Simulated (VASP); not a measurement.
# Mo (R-3m) in VASP: a series of runs

Runs on Mo. Level: PBE. Tasks: single point.

Everything below comes from runs of VASP 6.6.1. Logs are shortened: lines on timing, memory, paths and dates and some standing lists are left out, and cuts for length are marked.

## (1) The cell of the first run

Symmetry: R-3m, No. 166, trigonal system. The conventional cell has a = 3.530 Å, b = 3.530 Å, c = 3.920 Å, α = 90.00°, β = 90.00°, γ = 120.00°. Within 3.2 Å of Mo (site symmetry -3m) lie 6 Mo at 2.42 Å.

## (2) Single point, PBE

File INCAR:

```
SYSTEM = Mo
ALGO = Fast
EDIFF = 1E-6
ENCUT = 520
GGA = PE
ISIF = 2
ISMEAR = 0
LASPH = .TRUE.
LCHARG = .FALSE.
LREAL = .FALSE.
LWAVE = .FALSE.
NBANDS = 13
NELM = 60
PREC = Accurate
SIGMA = 0.15
```

File KPOINTS:

```
k-points
0
G
  22 22 22
  0 0 0
```

File POSCAR:

```
Mo
1.0
   -0.9097789430      1.5864135108      1.5864135108
    1.5864135108     -0.9097789430      1.5864135108
    1.5864135108      1.5864135108     -0.9097789430
Mo
1
Direct
    0.0000000000      0.0000000000      0.0000000000
```

Potentials or basis: VASP PAW PBE potentials, release 64 (Mo_sv).

Launch:

```bash
cat potpaw_PBE.64/Mo_sv/POTCAR > POTCAR
mpirun -np 1 vasp_std > vasp.out
```

OUTCAR:

```text
SYSTEM = Mo
   EDIFF = 1E-6
   ENCUT = 520
   GGA = PE
   ISIF = 2
   ISMEAR = 0
   LASPH = .TRUE.
   LREAL = .FALSE.
   NELM = 60
   PREC = Accurate

 ion  position               nearest neighbor table
   1  0.000  0.000  0.000-

  LATTYP: Found a trigonal (rhomboedric) cell.
 ALAT       =     2.4209736429
 COS(alpha) =    -0.0631046292

  Lattice vectors:

 A1 = (  -0.9097789430,   1.5864135108,   1.5864135108)
 A2 = (   1.5864135108,  -0.9097789430,   1.5864135108)
 A3 = (   1.5864135108,   1.5864135108,  -0.9097789430)

Analysis of symmetry for initial positions (statically):
=====================================================================
 Subroutine PRICEL returns:
 Original cell was already a primitive cell.

 Routine SETGRP: Setting up the symmetry group for a
 trigonal (rhombohedral) supercell.

 Subroutine GETGRP returns: Found 12 space group operations
 (whereof 12 operations were pure point group operations)
 out of a pool of 12 trial point group operations.

The static configuration has the point symmetry D_3d.

Analysis of symmetry for dynamics (positions and initial velocities):
=====================================================================
 Subroutine PRICEL returns:
 Original cell was already a primitive cell.

 Routine SETGRP: Setting up the symmetry group for a
 trigonal (rhombohedral) supercell.

 Subroutine GETGRP returns: Found 12 space group operations
 (whereof 12 operations were pure point group operations)
 out of a pool of 12 trial point group operations.

The dynamic configuration has the point symmetry D_3d.

 Subroutine INISYM returns: Found 12 space group operations
 (whereof 12 operations are pure point group operations),
 and found     1 'primitive' translations

----------------------------------------------------------------------------------------

                                     Primitive cell

  volume of cell :      14.1010

  direct lattice vectors                    reciprocal lattice vectors
    -0.909778943  1.586413511  1.586413511    -0.119779456  0.280830681  0.280830681
     1.586413511 -0.909778943  1.586413511     0.280830681 -0.119779456  0.280830681
     1.586413511  1.586413511 -0.909778943     0.280830681  0.280830681 -0.119779456

  length of vectors
     2.420973643  2.420973643  2.420973643     0.414823891  0.414823891  0.414823891

  position of ions in fractional coordinates (direct lattice)
     0.000000000  0.000000000  0.000000000

  ion indices of the primitive-cell ions
   primitive index   ion index
                 1           1

----------------------------------------------------------------------------------------

 KPOINTS: k-points

Automatic generation of k-mesh.
 Grid dimensions read from file:
 generate k-points for:   22   22   22

 Generating k-lattice:

  Cartesian coordinates                     Fractional coordinates (reciprocal lattice)
    -0.005444521  0.012765031  0.012765031     0.045454545  0.000000000  0.000000000
     0.012765031 -0.005444521  0.012765031     0.000000000  0.045454545  0.000000000
     0.012765031  0.012765031 -0.005444521     0.000000000  0.000000000  0.045454545

  Length of vectors
     0.018855631  0.018855631  0.018855631

  Shift w.r.t. Gamma in fractional coordinates (k-lattice)
     0.000000000  0.000000000  0.000000000

 Subroutine IBZKPT returns following result:
 ===========================================

 Found   1024 irreducible k-points:

 Following reciprocal coordinates:
            Coordinates               Weight
  0.000000  0.000000  0.000000      1.000000
  0.045455  0.000000  0.000000      6.000000
  0.090909  0.000000  0.000000      6.000000
  0.136364  0.000000  0.000000      6.000000
  0.181818  0.000000  0.000000      6.000000
  0.227273  0.000000  0.000000      6.000000
[... 16 lines left out ...]
  0.500000  0.045455  0.000000     12.000000
 -0.454545  0.045455  0.000000     12.000000
 [... further k-points ...]
   k-points           NKPTS =   1024   k-points in BZ     NKDIM =   1024   number of bands    NBANDS=     13
   number of dos      NEDOS =    301   number of ions     NIONS =      1
   total plane-waves  NPLWV =   5832
   dimension x,y,z NGX =    18 NGY =   18 NGZ =   18
   dimension x,y,z NGXF=    36 NGYF=   36 NGZF=   36
   ions per type =               1
   NGX,Y,Z   is equivalent  to a cutoff of  12.36, 12.36, 12.36 a.u.
   NGXF,Y,Z  is equivalent  to a cutoff of  24.72, 24.72, 24.72 a.u.
 SYSTEM =  Mo
   PREC   = accura    normal or accurate (medium, high low for compatibility)
   ISTART =      0    job   : 0-new  1-cont  2-samecut
   ICHARG =      2    charge: 1-file 2-atom 10-const
   ISPIN  =      1    spin polarized calculation?
   LNONCOLLINEAR =      F non collinear calculations
   LSORBIT =      F    spin-orbit coupling
   LASPH  =      T    aspherical Exc in radial PAW
   ENCUT  =  520.0 eV  38.22 Ry    6.18 a.u.   4.50  4.50  4.50*2*pi/ulx,y,z
   NELM   =     60;   NELMIN=  2; NELMDL= -5     # of ELM steps
   EDIFF  = 0.1E-05   stopping-criterion for ELM
   LREAL  =      F    real-space projection
   EDIFFG = 0.1E-04   stopping-criterion for IOM
   NSW    =      0    number of steps for IOM
   IBRION =     -1    ionic relax: 0-MD 1-quasi-New 2-CG
   NFREE  =      0    steps in history (QN), initial steepest desc. (CG)
   ISIF   =      2    stress and relaxation
   ISYM   =      2    0-nonsym 1-usesym 2-fastsym
   POTIM  = 0.5000    time-step for ionic-motion
   TEBEG  =    0.0;   TEEND  =   0.0 temperature during run
   PSTRESS=    0.0 pullay stress
   NELECT =      14.0000    total number of electrons
   NUPDOWN=      -1.0000    fix difference up-down
   EMIN   =  10.00;   EMAX   =-10.00  energy-range for DOS
   EFERMI =   0.00;   METHOD = LEGACY
   ISMEAR =     0;   SIGMA  =   0.15  broadening in eV -4-tet -1-fermi 0-gaus
   EFERMI_NEDOS =   21; number of points for ismear=-14 and -15
   IALGO  =     68    algorithm
   IMIX   =      4    mixing-type and parameters
     AMIX     =   0.40;   BMIX     =  1.00
     AMIX_MAG =   1.60;   BMIX_MAG =  1.00
  volume/ion in A,a.u.               =      14.10        95.16
  Fermi-wavevector in a.u.,A,eV,Ry     =   1.633181  3.086264 36.290531  2.667279
  Thomas-Fermi vector in A             =   2.725028
   LORBIT       =      0    0 simple, 1 ext, 2 COOP (PROOUT), +10 PAW based schemes
   GGA     = PE    functional components
   LHFCALC =     F    Hartree Fock is set to
   AEXX    =    0.0000 exact exchange contribution
   IVDW    =     0    specifies the selected vdW correction
   LEPSILON=     F    determine dielectric tensor
   LRPA    =     F    only Hartree local field effects (RPA)
 non-spin polarized calculation
 RMM-DIIS sequential band-by-band and
 Gauss-broadening in eV      SIGMA  =   0.15
  energy-cutoff  :      520.00
  volume of cell :       14.10
 maximum number of plane-waves:       396
   NGX =  9   NGY =  9   NGZ =  9

 number of electron      14.0000007 magnetization

 Free energy of the ion-electron system (eV)
  ---------------------------------------------------
  ext. energy  EPLUGINS =         0.00000000
  ---------------------------------------------------
  free energy    TOTEN  =        -9.27306122 eV

  energy without entropy =       -9.26287931  energy(sigma->0) =       -9.26797026

 E-fermi :  14.2589     XC(G=0): -13.8370

 val. band max:       14.2503643218   @ k =  -0.2727   0.2273   0.1364
 cond. band min:      14.2593839279   @ k =  -0.2727   0.3636   0.0909
 fundamental gap:      0.0090196061
 Fermi energy:        14.2588824214

 k-point     1 :       0.0000    0.0000    0.0000
  band No.  band energies     occupation
      1     -47.1845      2.00000
      2     -19.9044      2.00000
      3     -19.7230      2.00000
      4     -19.7230      2.00000
      5       7.0523      2.00000
      6       8.7910      2.00000
      7       8.7910      2.00000
      8      18.9431      0.00000
      9      19.2570      0.00000
     10      19.2570      0.00000
     11      30.7466      0.00000
     12      30.7466      0.00000
     13      33.3938      0.00000

 k-point     2 :       0.0455    0.0000    0.0000
  band No.  band energies     occupation
      1     -47.1762      2.00000
      2     -19.9259      2.00000
      3     -19.7582      2.00000
      4     -19.7181      2.00000
      5       7.1334      2.00000
      6       8.8113      2.00000
      7       8.8931      2.00000
      8      18.8484      0.00000
      9      19.1302      0.00000
     10      19.2287      0.00000
     11      30.6530      0.00000
     12      30.8944      0.00000
     13      33.2991      0.00000

 k-point     3 :       0.0909    0.0000    0.0000
  band No.  band energies     occupation
      1     -47.1518      2.00000
      2     -20.0504      2.00000
      3     -19.7968      2.00000
      4     -19.7035      2.00000
      5       7.3547      2.00000
      6       8.8711      2.00000
      7       9.2091      2.00000
      8      18.5231      0.00000
      9      18.7787      0.00000
     10      19.2161      0.00000
     11      30.1662      0.00000
     12      31.3062      0.00000
     13      33.3895      0.00000
[... 305 lines left out ...]
 k-point    23 :       0.5000    0.0455    0.0000
  band No.  band energies     occupation
      1     -46.7471      2.00000
      2     -22.4655      2.00000
      3     -19.6225      2.00000
      4     -19.4915      2.00000
      5       9.9414      2.00000
      6      10.3112      2.00000
      7      13.7571      2.00000
      8      15.0577      0.00000
      9      15.8183      0.00000
     10      19.5082      0.00000
     11      26.2285      0.00000
     12      29.0212      0.00000
     13      35.2041      0.00000

 k-point    24 :      -0.4545    0.0455    0.0000
  band No.  band energies     occupation
      1     -46.7565      2.00000
      2     -22.4149      2.00000
      3     -19.6262      2.00000
      4     -19.4962      2.00000
      5       9.9171      2.00000
      6      10.2543      2.00000
      7      13.5887      2.00000
      8      15.1287      0.00000
      9      15.9156      0.00000
     10      19.5020      0.00000
     11      26.0359      0.00000
     12      29.1882      0.00000
     13      35.7095      0.00000

 [... further k-points ...]
[... 5 lines left out ...]
  --------------------------------------------------------------------------------------
  -------------------------------------------------------------------------------------
  Total        5.7851260      5.7851260      5.7851260     -0.9213465     -0.9213465     -0.9213465
  in kB      657.3149259    657.3149259    657.3149259   -104.6848106   -104.6848106   -104.6848106
  external PRESSURE =     657.3149259 kB  Pullay stress =       0.0000000 kB

 VOLUME and BASIS-vectors are now :
 -----------------------------------------------------------------------------
  energy-cutoff  :      520.00
  volume of cell :       14.10
      direct lattice vectors                 reciprocal lattice vectors
    -0.909778943  1.586413511  1.586413511    -0.119779456  0.280830681  0.280830681
     1.586413511 -0.909778943  1.586413511     0.280830681 -0.119779456  0.280830681
     1.586413511  1.586413511 -0.909778943     0.280830681  0.280830681 -0.119779456

 POSITION                                       TOTAL-FORCE (eV/Angst)
 -----------------------------------------------------------------------------------
      0.00000      0.00000      0.00000         0.000000     -0.000000      0.000000
 -----------------------------------------------------------------------------------
    total drift:                                0.000000      0.000000      0.000000

  FREE ENERGIE OF THE ION-ELECTRON SYSTEM (eV)
  ---------------------------------------------------
  free  energy   TOTEN  =        -9.2730612219 eV

  energy  without entropy=       -9.2628793072  energy(sigma->0) =       -9.26797026
```

Wall time 47 s (1 thread of Intel Xeon 6975P-C (Granite Rapids), shared host); peak memory 0.27 GiB.

Results:

```yaml
Free_energy: -9.2731 eV
Pressure: 65.7 GPa
Band_gap_on_the_k_mesh: zero (band 7 reaches 16.01 eV, above the bottom of band 8 at 12.91 eV)
```

[end of part 1 of 2]
